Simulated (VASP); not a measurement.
# P4C (Im-3m) in VASP: further runs

The runs below take P4C through single point, relaxation of cell and atoms, with PBE.

All numbers are computed with VASP 6.6.1; they aren't measurements. Logs are shortened: lines on timing, memory, paths and dates and some standing lists are left out, and cuts for length are marked.

## Step 1: The cell of the first run

It takes space group Im-3m (No. 229, cubic). The conventional cell has a = 5.107 Å, b = 5.107 Å, c = 5.107 Å, α = 90.00°, β = 90.00°, γ = 90.00°. P (site symmetry -3m) has 2 C at 2.21 Å and 6 P at 2.55 Å within 2.9 Å. C (site symmetry m-3m) has 8 P at 2.21 Å within 2.9 Å.

## Step 2: Single point, PBE

The input, INCAR:

```
SYSTEM = P4C
  PREC = Accurate
  ENCUT = 520
  EDIFF = 1E-7
  ISMEAR = 0
  SIGMA = 0.1
  LREAL = .False.
  LASPH = .True.
  NELM = 80
  ALGO = Normal
  ISIF = 2
  LWAVE = .False.
  LCHARG = .False.
  GGA = PE
  NBANDS = 20
```

The input, KPOINTS:

```
Automatic mesh
0
Gamma
  6 6 6
  0 0 0
```

The input, POSCAR:

```
P4C
1.0
   -2.5536827127      2.5536827127      2.5536827127
    2.5536827127     -2.5536827127      2.5536827127
    2.5536827127      2.5536827127     -2.5536827127
P C
4 1
Direct
    0.0000000000      0.0000000000      0.5000000000
    0.5000000000      0.0000000000      0.0000000000
    0.0000000000      0.5000000000      0.0000000000
    0.5000000000      0.5000000000      0.5000000000
    0.0000000000      0.0000000000      0.0000000000
```

Potentials or basis: VASP PAW PBE potentials, release 64 (P, C).

Launch:

```
$ cat potpaw_PBE.64/P/POTCAR potpaw_PBE.64/C/POTCAR > POTCAR
$ mpirun -np 1 vasp_std > vasp.out
```

OUTCAR:

```text
SYSTEM = P4C
   PREC = Accurate
   ENCUT = 520
   EDIFF = 1E-7
   ISMEAR = 0
   LREAL = .False.
   LASPH = .True.
   NELM = 80
   ISIF = 2
   GGA = PE

 ion  position               nearest neighbor table
   1  0.000  0.000  0.500-   5 2.21   5 2.21   4 2.55   2 2.55   3 2.55   3 2.55   2 2.55   4 2.55

   2  0.500  0.000  0.000-   5 2.21   5 2.21   4 2.55   1 2.55   4 2.55   3 2.55   1 2.55   3 2.55

   3  0.000  0.500  0.000-   5 2.21   5 2.21   4 2.55   1 2.55   2 2.55   1 2.55   4 2.55   2 2.55

   4  0.500  0.500  0.500-   5 2.21   5 2.21   3 2.55   1 2.55   2 2.55   3 2.55   1 2.55   2 2.55

   5  0.000  0.000  0.000-   1 2.21   2 2.21   3 2.21   4 2.21   1 2.21   3 2.21   2 2.21   4 2.21

  LATTYP: Found a body centered cubic cell.
 ALAT       =     5.1073654254

  Lattice vectors:

 A1 = (  -2.5536827127,   2.5536827127,   2.5536827127)
 A2 = (   2.5536827127,  -2.5536827127,   2.5536827127)
 A3 = (   2.5536827127,   2.5536827127,  -2.5536827127)

Analysis of symmetry for initial positions (statically):
=====================================================================
 Subroutine PRICEL returns:
 Original cell was already a primitive cell.

 Routine SETGRP: Setting up the symmetry group for a
 body centered cubic supercell.

 Subroutine GETGRP returns: Found 48 space group operations
 (whereof 48 operations were pure point group operations)
 out of a pool of 48 trial point group operations.

The static configuration has the point symmetry O_h .

Analysis of symmetry for dynamics (positions and initial velocities):
=====================================================================
 Subroutine PRICEL returns:
 Original cell was already a primitive cell.

 Routine SETGRP: Setting up the symmetry group for a
 body centered cubic supercell.

 Subroutine GETGRP returns: Found 48 space group operations
 (whereof 48 operations were pure point group operations)
 out of a pool of 48 trial point group operations.

The dynamic configuration has the point symmetry O_h .

 Subroutine INISYM returns: Found 48 space group operations
 (whereof 48 operations are pure point group operations),
 and found     1 'primitive' translations

----------------------------------------------------------------------------------------

                                     Primitive cell

  volume of cell :      66.6133

  direct lattice vectors                    reciprocal lattice vectors
[... 86 lines left out ...]
   EDIFFG = 0.1E-05   stopping-criterion for IOM
   NSW    =      0    number of steps for IOM
   IBRION =     -1    ionic relax: 0-MD 1-quasi-New 2-CG
   NFREE  =      0    steps in history (QN), initial steepest desc. (CG)
   ISIF   =      2    stress and relaxation
   ISYM   =      2    0-nonsym 1-usesym 2-fastsym
   POTIM  = 0.5000    time-step for ionic-motion
   TEBEG  =    0.0;   TEEND  =   0.0 temperature during run
   PSTRESS=    0.0 pullay stress
   NELECT =      24.0000    total number of electrons
   NUPDOWN=      -1.0000    fix difference up-down
   EMIN   =  10.00;   EMAX   =-10.00  energy-range for DOS
   EFERMI =   0.00;   METHOD = LEGACY
   ISMEAR =     0;   SIGMA  =   0.10  broadening in eV -4-tet -1-fermi 0-gaus
   EFERMI_NEDOS =   21; number of points for ismear=-14 and -15
   IALGO  =     38    algorithm
   IMIX   =      4    mixing-type and parameters
     AMIX     =   0.40;   BMIX     =  1.00
     AMIX_MAG =   1.60;   BMIX_MAG =  1.00
  volume/ion in A,a.u.               =      13.32        89.91
  Fermi-wavevector in a.u.,A,eV,Ry     =   1.164908  2.201357 18.463252  1.357011
  Thomas-Fermi vector in A             =   2.301440
   LORBIT       =      0    0 simple, 1 ext, 2 COOP (PROOUT), +10 PAW based schemes
   GGA     = PE    functional components
   LHFCALC =     F    Hartree Fock is set to
   AEXX    =    0.0000 exact exchange contribution
   IVDW    =     0    specifies the selected vdW correction
   LEPSILON=     F    determine dielectric tensor
   LRPA    =     F    only Hartree local field effects (RPA)
 non-spin polarized calculation
 Gauss-broadening in eV      SIGMA  =   0.10
  energy-cutoff  :      520.00
  volume of cell :       66.61
 maximum number of plane-waves:      1865
 NGX is ok and might be reduce to    36
   NGX = 17   NGY = 17   NGZ = 17

 number of electron      23.9999997 magnetization

 Free energy of the ion-electron system (eV)
  ---------------------------------------------------
  ext. energy  EPLUGINS =         0.00000000
  ---------------------------------------------------
  free energy    TOTEN  =       -25.30746114 eV

  energy without entropy =      -25.29812373  energy(sigma->0) =      -25.30279243

 E-fermi :   9.1521     XC(G=0): -11.3133

 val. band max:        9.0476164191   @ k =   0.1667   0.1667   0.1667
 cond. band min:       9.2202289729   @ k =   0.3333   0.1667  -0.0000
 fundamental gap:      0.1726125538
 Fermi energy:         9.1520717461

 k-point     1 :       0.0000    0.0000    0.0000
  band No.  band energies     occupation
      1      -7.9483      2.00000
      2       0.9681      2.00000
      3       0.9681      2.00000
      4       0.9681      2.00000
      5       1.3546      2.00000
      6       1.3546      2.00000
[... 357 lines left out ...]
     19      15.5058      0.00000
     20      15.5058      0.00000

------------------------ aborting loop because EDIFF is reached ----------------------------------------

  FORCE on cell =-STRESS in cart. coord.  units (eV):
  Direction    XX          YY          ZZ          XY          YZ          ZX
  --------------------------------------------------------------------------------------
  -------------------------------------------------------------------------------------
  Total       -0.0803394     -0.0803394     -0.0803394      0.0000000      0.0000000     -0.0000000
  in kB       -1.9323158     -1.9323158     -1.9323158      0.0000000      0.0000000     -0.0000000
  external PRESSURE =      -1.9323158 kB  Pullay stress =       0.0000000 kB

 VOLUME and BASIS-vectors are now :
 -----------------------------------------------------------------------------
  energy-cutoff  :      520.00
  volume of cell :       66.61
      direct lattice vectors                 reciprocal lattice vectors
    -2.553682713  2.553682713  2.553682713     0.000000000  0.195795663  0.195795663
     2.553682713 -2.553682713  2.553682713     0.195795663  0.000000000  0.195795663
     2.553682713  2.553682713 -2.553682713     0.195795663  0.195795663  0.000000000

 POSITION                                       TOTAL-FORCE (eV/Angst)
 -----------------------------------------------------------------------------------
      1.27684      1.27684     -1.27684         0.000000      0.000000     -0.000000
     -1.27684      1.27684      1.27684         0.000000      0.000000     -0.000000
      1.27684     -1.27684      1.27684        -0.000000     -0.000000      0.000000
      1.27684      1.27684      1.27684        -0.000000      0.000000     -0.000000
      0.00000      0.00000      0.00000         0.000000      0.000000     -0.000000
 -----------------------------------------------------------------------------------
    total drift:                                0.000000     -0.000000      0.000000

  FREE ENERGIE OF THE ION-ELECTRON SYSTEM (eV)
  ---------------------------------------------------
  free  energy   TOTEN  =       -25.3074611367 eV

  energy  without entropy=      -25.2981237277  energy(sigma->0) =      -25.30279243
```

OSZICAR:

```text
N       E                     dE             d eps       ncg     rms          rms(c)
DAV:   1     0.669651601123E+02    0.66965E+02   -0.10905E+04   640   0.108E+03
DAV:   2    -0.214641831415E+02   -0.88429E+02   -0.85037E+02   840   0.171E+02
DAV:   3    -0.259082012655E+02   -0.44440E+01   -0.43709E+01   820   0.352E+01
DAV:   4    -0.259647619699E+02   -0.56561E-01   -0.56464E-01   844   0.466E+00
DAV:   5    -0.259653163455E+02   -0.55438E-03   -0.55430E-03   804   0.445E-01    0.106E+01
DAV:   6    -0.252925645689E+02    0.67275E+00   -0.39291E+00   820   0.982E+00    0.562E+00
DAV:   7    -0.253033903249E+02   -0.10826E-01   -0.48581E-01   756   0.339E+00    0.378E+00
DAV:   8    -0.253139344424E+02   -0.10544E-01   -0.90464E-02   752   0.152E+00    0.494E-01
DAV:   9    -0.253070732706E+02    0.68612E-02   -0.32500E-02   844   0.823E-01    0.907E-02
DAV:  10    -0.253074496801E+02   -0.37641E-03   -0.24043E-03   768   0.281E-01    0.359E-02
DAV:  11    -0.253074623081E+02   -0.12628E-04   -0.82325E-05   840   0.494E-02    0.195E-02
DAV:  12    -0.253074620565E+02    0.25163E-06   -0.50978E-06   772   0.135E-02    0.931E-03
DAV:  13    -0.253074611271E+02    0.92937E-06   -0.52102E-06   776   0.108E-02    0.209E-03
DAV:  14    -0.253074611367E+02   -0.96138E-08   -0.65574E-07   752   0.403E-03
   1 F= -.25307461E+02 E0= -.25302792E+02  d E =-.933741E-02
```

stdout:

```text
POSCAR found type information on POSCAR P C
 POSCAR found :  2 types and       5 ions
 scaLAPACK will be used
 LDA part: xc-table for (Slater+PW92), standard interpolation
 POSCAR, INCAR and KPOINTS ok, starting setup
 FFT: planning ... GRIDC
 FFT: planning ... GRID_SOFT
 FFT: planning ... GRID
 WAVECAR not read
 entering main loop
```

Run time: 11 s. Hardware: 1 thread of Intel Xeon 6975P-C (Granite Rapids), shared host; peak memory 0.19 GiB.

Results:

```yaml
Free_energy: -25.3075 eV
Pressure: -0.2 GPa
Band_gap_on_the_k_mesh: zero (band 12 reaches 10.43 eV, above the bottom of band 13 at 8.37 eV)
```

## Step 3: Single point, PBE, collinear spin, ferromagnetic start

This run uses another cell than the first one, of 13.47 Å³/atom, 1.011 times its volume.

The input, INCAR:

```
SYSTEM = P4C
ALGO = Normal
EDIFF = 1E-6
ENCUT = 520
GGA = PE
ISIF = 2
ISMEAR = 0
ISPIN = 2
LASPH = .True.
LCHARG = .False.
LORBIT = 11
LREAL = .False.
LWAVE = .False.
MAGMOM = 0 0 0 0 1
NBANDS = 24
NELM = 150
PREC = Accurate
SIGMA = 0.1
```

The input, KPOINTS:

```
k-points
0
Gamma
  4 4 4
  0 0 0
```

Changes to POSCAR since step 2:

```diff
@@ -2,5 +2,5 @@
 1.0
-   -2.5536827127      2.5536827127      2.5536827127
-    2.5536827127     -2.5536827127      2.5536827127
-    2.5536827127      2.5536827127     -2.5536827127
+   -2.5632922801      2.5632922801      2.5632922801
+    2.5632922801     -2.5632922801      2.5632922801
+    2.5632922801      2.5632922801     -2.5632922801
 P C
```

Potentials or basis: VASP PAW PBE potentials, release 64 (P, C).

Launch:

```
$ cat potpaw_PBE.64/P/POTCAR potpaw_PBE.64/C/POTCAR > POTCAR
$ mpirun -np 1 vasp_std > vasp.out
```

It took 14 s on 1 thread of Intel Xeon 6975P-C (Granite Rapids), shared host; peak memory 0.22 GiB.

The run converged. Its results:

```yaml
Free_energy: -24.9858 eV
Pressure: 0.0 GPa
Band_gap_on_the_k_mesh: zero (filled and empty bands overlap)
Net_moment: 0.00 μB per cell
Valence_electrons_inside_the_program's_atomic_spheres: P 2.33; C 2.26
```

Levels at points of the mesh, in eV from the Fermi level:
Spin up:
```csv
k point,band 10,band 11,band 12,band 13,band 14,band 15
"(0.00, 0.00, 0.00)",-4.69,-4.69,1.51,1.51,2.52,2.52
"(0.50, 0.00, 0.00)",-1.70,-0.77,-0.30,0.30,0.36,1.39
"(0.50, 0.50, 0.50)",-2.47,-0.39,-0.39,-0.39,1.98,5.81
```
Spin down:
| k point | band 8 | band 9 | band 10 | band 11 | band 12 | band 13 | band 14 | band 15 | band 16 | band 17 |
| --- | --- | --- | --- | --- | --- | --- | --- | --- | --- | --- |
| (0.00, 0.00, 0.00) | -7.47 | -4.69 | -4.69 | -4.69 | 1.51 | 1.51 | 2.52 | 2.52 | 2.52 | 6.41 |
| (0.50, 0.00, 0.00) | -3.30 | -2.30 | -1.70 | -0.77 | -0.30 | 0.30 | 0.36 | 1.39 | 2.31 | 4.57 |
| (0.50, 0.50, 0.50) | -2.47 | -2.47 | -2.47 | -0.39 | -0.39 | -0.39 | 1.98 | 5.81 | 5.81 | 5.81 |

Caveat: the k points lie up to 0.43 Å⁻¹ apart.

## Step 4: Single point, PBE, collinear spin, ferromagnetic start

This run uses another cell than the first one, of 18.74 Å³/atom, 1.407 times its volume.

The input, INCAR:

```
SYSTEM = P4C
PREC = Accurate ; ENCUT = 520
EDIFF = 1E-6 ; ISMEAR = 0
SIGMA = 0.1 ; LREAL = .False.
LASPH = .True. ; NELM = 150
ALGO = Normal ; ISIF = 2
LWAVE = .False. ; LCHARG = .False.
ISPIN = 2 ; MAGMOM = 0 0 0 0 1
LORBIT = 11 ; GGA = PE
NBANDS = 24
```

The input, KPOINTS:

```
Automatic mesh
0
Gamma
  4 4 4
  0 0 0
```

Changes to POSCAR since step 3:

```diff
@@ -2,5 +2,5 @@
 1.0
-   -2.5632922801      2.5632922801      2.5632922801
-    2.5632922801     -2.5632922801      2.5632922801
-    2.5632922801      2.5632922801     -2.5632922801
+   -2.8612996800      2.8612996800      2.8612996800
+    2.8612996800     -2.8612996800      2.8612996800
+    2.8612996800      2.8612996800     -2.8612996800
 P C
```

Launch:

```
$ cat potpaw_PBE.64/P/POTCAR potpaw_PBE.64/C/POTCAR > POTCAR
$ mpirun -np 1 vasp_std > vasp.out
```

It took 21 s on 1 thread of Intel Xeon 6975P-C (Granite Rapids), shared host; peak memory 0.28 GiB.

The run converged. Its results:

```
Free energy                                           : -23.1194 eV
Pressure                                              : -16.6 GPa
Net moment                                            : 0.38 μB per cell
Site moments                                          : P +0.00; C +0.18 μB
Valence electrons inside the program's atomic spheres : P 2.26; C 2.08
```

Levels at points of the mesh, in eV from the Fermi level:
Spin up:
| k point | band 8 | band 9 | band 10 | band 11 | band 12 | band 13 | band 14 | band 15 | band 16 | band 17 |
| --- | --- | --- | --- | --- | --- | --- | --- | --- | --- | --- |
| (0.00, 0.00, 0.00) | -5.49 | -3.39 | -3.39 | -3.39 | 1.61 | 1.61 | 1.61 | 3.02 | 3.02 | 5.00 |
| (0.50, 0.00, 0.00) | -2.55 | -1.64 | -1.51 | -1.18 | -0.19 | -0.03 | 0.17 | 0.61 | 0.85 | 2.92 |
| (0.50, 0.50, 0.50) | -1.91 | -1.91 | -1.91 | -0.20 | -0.20 | -0.20 | 0.19 | 3.75 | 3.75 | 3.75 |
Spin down:
```csv
k point,band 8,band 9,band 10,band 11,band 12,band 13,band 14,band 15
"(0.00, 0.00, 0.00)",-5.36,-3.37,-3.37,-3.37,1.72,1.72,1.72,3.05
"(0.50, 0.00, 0.00)",-2.49,-1.48,-1.44,-1.14,-0.19,0.20,0.32,0.68
"(0.50, 0.50, 0.50)",-1.90,-1.90,-1.90,0.14,0.14,0.14,0.36,3.76
```

Caveat: the k points lie up to 0.39 Å⁻¹ apart.

## Step 5: Single point, PBE

This run uses another cell than the first one, of 13.41 Å³/atom, 1.007 times its volume.

The input, INCAR:

```
SYSTEM = P4C
PREC = Accurate ; ENCUT = 520
EDIFF = 1E-6 ; ISMEAR = 0
SIGMA = 0.1 ; LREAL = .False.
LASPH = .True. ; NELM = 60
ALGO = Normal ; ISIF = 2
LWAVE = .False. ; LCHARG = .False.
GGA = PE ; NBANDS = 20
```

The input, KPOINTS:

```
regular mesh
0
Gamma
  10 10 10
  0 0 0
```

Changes to POSCAR since step 4:

```diff
@@ -2,5 +2,5 @@
 1.0
-   -2.8612996800      2.8612996800      2.8612996800
-    2.8612996800     -2.8612996800      2.8612996800
-    2.8612996800      2.8612996800     -2.8612996800
+   -2.5593160972      2.5593160972      2.5593160972
+    2.5593160972     -2.5593160972      2.5593160972
+    2.5593160972      2.5593160972     -2.5593160972
 P C
```

Launch:

```
$ cat potpaw_PBE.64/P/POTCAR potpaw_PBE.64/C/POTCAR > POTCAR
$ mpirun -np 1 vasp_std > vasp.out
```

It took 23 s on 1 thread of Intel Xeon 6975P-C (Granite Rapids), shared host; peak memory 0.21 GiB.

It converged, with:

```
Free energy            : -25.2420 eV
Pressure               : -0.2 GPa
Band gap on the k mesh : zero (band 12 reaches 10.65 eV, above the bottom of band 13 at 7.93 eV)
```

Levels at points of the mesh, in eV from the Fermi level:
| k point | band 8 | band 9 | band 10 | band 11 | band 12 | band 13 | band 14 | band 15 | band 16 | band 17 |
| --- | --- | --- | --- | --- | --- | --- | --- | --- | --- | --- |
| (0.00, 0.00, 0.00) | -7.71 | -4.78 | -4.78 | -4.78 | 1.39 | 1.39 | 2.38 | 2.38 | 2.38 | 6.30 |
| (0.50, 0.00, 0.00) | -3.43 | -2.41 | -1.87 | -0.98 | -0.44 | 0.14 | 0.22 | 1.21 | 2.25 | 4.47 |
| (0.50, 0.50, 0.50) | -2.59 | -2.59 | -2.59 | -0.66 | -0.66 | -0.66 | 1.77 | 5.73 | 5.73 | 5.73 |

## Step 6: Relaxation of cell and atoms, PBE

This run uses another cell than the first one, of 13.47 Å³/atom, 1.011 times its volume.

The input, INCAR:

```
SYSTEM = P4C
PREC = Accurate
ENCUT = 600
EDIFF = 1E-6
ISMEAR = 0
SIGMA = 0.1
LREAL = .FALSE.
LASPH = .TRUE.
NELM = 80
ALGO = Normal
ISIF = 3
LWAVE = .FALSE.
LCHARG = .FALSE.
GGA = PE
IBRION = 2
NSW = 90
EDIFFG = -0.04
```

The input, KPOINTS:

```
regular mesh
0
G
  6 6 6
  0 0 0
```

Changes to POSCAR since step 5:

```diff
@@ -2,5 +2,5 @@
 1.0
-   -2.5593160972      2.5593160972      2.5593160972
-    2.5593160972     -2.5593160972      2.5593160972
-    2.5593160972      2.5593160972     -2.5593160972
+   -2.5632922801      2.5632922801      2.5632922801
+    2.5632922801     -2.5632922801      2.5632922801
+    2.5632922801      2.5632922801     -2.5632922801
 P C
```

Potentials or basis: VASP PAW PBE potentials, release 64 (P, C).

Launch:

```
$ cat potpaw_PBE.64/P/POTCAR potpaw_PBE.64/C/POTCAR > POTCAR
$ mpirun -np 1 vasp_std > vasp.out
```

Run time: 14 s. Hardware: 1 thread of Intel Xeon 6975P-C (Granite Rapids), shared host; peak memory 0.2 GiB.

Results (log left out):

```yaml
Free_energy: -25.3090 eV
Relaxed_volume: 13.24 Å³/atom
Relaxed_cell: a = 4.414 Å, b = 4.414 Å, c = 4.414 Å, α = 109.47°, β = 109.47°, γ = 109.47°
Space_group_after_relaxing_to_0.05_Å: Im-3m (No. 229)
Energy_gained_by_relaxing: 0.7 meV/atom
Ionic_steps: 2
Pressure_after_relaxing: 0.4 GPa
Band_gap_on_the_k_mesh: zero (band 12 reaches 10.48 eV, above the bottom of band 13 at 8.44 eV)
```

Step by step:
```
step  energy change (eV)  largest force (eV/Å)  pressure (GPa)  volume (Å³)
   1              0.0000                0.0000           -1.41        67.37
   2             -0.0035                0.0000            0.45        66.22
```

Final structure:
```
CELL_PARAMETERS angstrom
-2.54868 2.54868 2.54868
2.54868 -2.54868 2.54868
2.54868 2.54868 -2.54868
ATOMIC_POSITIONS crystal
P 0.00000 0.00000 0.50000
P 0.50000 0.00000 0.00000
P 0.00000 0.50000 0.00000
P 0.50000 0.50000 0.50000
C 0.00000 0.00000 0.00000
```

Levels at points of the mesh, in eV from the Fermi level:
| k point | band 8 | band 9 | band 10 | band 11 | band 12 | band 13 | band 14 | band 15 | band 16 |
| --- | --- | --- | --- | --- | --- | --- | --- | --- | --- |
| (0.00, 0.00, 0.00) | -7.80 | -4.93 | -4.93 | -4.93 | 1.24 | 1.24 | 2.35 | 2.35 | 2.35 |
| (0.50, 0.00, 0.00) | -3.52 | -2.53 | -1.97 | -0.99 | -0.52 | 0.10 | 0.13 | 1.18 | 2.23 |
| (0.50, 0.50, 0.50) | -2.70 | -2.70 | -2.70 | -0.72 | -0.72 | -0.72 | 1.80 | 5.74 | 5.74 |

## Step 7: The runs side by side

```csv
task,spin,cell,k mesh,cutoff (eV),gap on the mesh (eV),pressure (GPa),moment (μB)
single point,off,"a = 4.423 Å, angles 109.5°, 5 atoms",6 × 6 × 6,520,none,-0.2,-
single point,"collinear, ferromagnetic start","a = 4.440 Å, angles 109.5°, 5 atoms",4 × 4 × 4,520,none,0.0,0.00
single point,"collinear, ferromagnetic start","a = 4.956 Å, angles 109.5°, 5 atoms",4 × 4 × 4,520,none,-16.6,0.38
single point,off,"a = 4.433 Å, angles 109.5°, 5 atoms",10 × 10 × 10,520,none,-0.2,-
relaxation of cell and atoms,off,"relaxed from a = 4.440 Å, angles 109.5°, 5 atoms",6 × 6 × 6,600,none,0.4,-
```

Alike in all rows: level PBE; potentials or basis VASP PAW PBE potentials, release 64 (P, C); smearing gaussian 0.1 eV.

Caveats: some runs use coarse meshes.

Absolute energies hang on the potentials; compare differences alone.
